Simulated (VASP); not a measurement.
Here is a VASP 6.6.1 calculation.

File INCAR:

```
PREC = Accurate
ENCUT = 520
EDIFF = 1E-7
ISMEAR = -1
SIGMA = 0.02
LREAL = False
LASPH = True
NELM = 80
ALGO = Normal
ISIF = 2
LWAVE = False
LCHARG = False
GGA = PS
NBANDS = 24
```

KPOINTS

```
Automatic mesh
0
Gamma
  12 12 4
```

Contents of POSCAR:

```
SrO
1.0
    3.5367300927      0.0000000000      0.0000000000
   -1.7683650464      3.0628981066      0.0000000000
    0.0000000000      0.0000000000      6.2133148074
Sr O
2 2
Direct
    0.0000000000      0.0000000000      0.0000000000
    0.0000000000      0.0000000000      0.5000000000
    0.3333333333      0.6666666667      0.2500000000
    0.6666666667      0.3333333333      0.7500000000
```

Potentials or basis: VASP PAW PBE potentials, release 64 (Sr_sv, O).

Launch:

```bash
$ cat potpaw_PBE.64/Sr_sv/POTCAR potpaw_PBE.64/O/POTCAR > POTCAR
$ mpirun -np 1 vasp_std > vasp.out
```

(1) Predict the pressure.

(2) Estimate the band gap on the k mesh.

Results:

(1) 0.7 GPa.

(2) 3.33 eV.

Caveat: the PAW data sets were made with another functional, which shifts forces and pressure a little.
